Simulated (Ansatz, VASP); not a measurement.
## AlN: VASP beside Ansatz

```
CELL_PARAMETERS angstrom
-0.01094 2.18321 2.18321
2.18321 -0.01094 2.18321
2.18321 2.18321 -0.01094
ATOMIC_POSITIONS crystal
Al 0.99964 0.99964 0.99964
N 0.25036 0.25036 0.25036
```

Change from the starting cell: equal xy, yz and zx engineering shears of -0.5 %, PAW files.

Alike in both runs: functional PBEsol; k mesh 8 × 8 × 8; no spin polarisation.

Ansatz relaxed the structure, and its values are those at the end. VASP's run is a single point on that final structure, the one shown.

```csv
,VASP,Ansatz
version,VASP 6.6.1,Ansatz 0.2.0
potentials or method,"VASP PAW PBE potentials, release 64 (Al, N)","PAW with Ansatz's default frozen-core files, scalar-relativistic"
plane-wave cutoff (eV),600,420
occupations,"gaussian, width 0.01 eV",fixed
valence electrons in the cell,8,8
```

|  | VASP | Ansatz | Ansatz less VASP |
| --- | --- | --- | --- |
| gap on the k mesh at the Fermi level (eV) | 3.14 | 3.15 | +0.009 |
| pressure (GPa) | -0.1 | 0.0 | +0.16 |

VASP's potentials were made for PBE, not for PBEsol.
